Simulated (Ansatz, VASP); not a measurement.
# One calculation of C, two programs

```
CELL_PARAMETERS angstrom
0.00000 1.79431 1.79431
1.79431 0.00000 1.79431
1.79431 1.79431 0.00000
ATOMIC_POSITIONS crystal
C 0.00000 0.00000 0.00000
C 0.25000 0.25000 0.25000
```

Alike in both runs: functional RPBE; k mesh 12 × 12 × 12; occupations gaussian, width 0.02 eV; no spin polarisation.

Ansatz relaxed the structure, and its values are those at the end. VASP's run is a single point on that final structure, the one shown.

```csv
,VASP,Ansatz
version,VASP 6.6.1,Ansatz 0.2.0
potentials or method,"VASP PAW PBE potentials, release 64 (C), cutoff 520 eV","scalar-relativistic, plane waves, PAW"
valence electrons in the cell,8,8
```

|  | VASP | Ansatz | Ansatz less VASP |
| --- | --- | --- | --- |
| gap on the k mesh at the Fermi level (eV) | 4.11 | 4.12 | +0.011 |
| least direct gap on the mesh (eV) | 5.54 | 5.55 | +0.008 |
| pressure (GPa) | 0.5 | 0.0 | -0.47 |

VASP's potentials were made for PBE, not for RPBE. With one functional, cell and mesh, what is left measures potentials, basis and numerics.
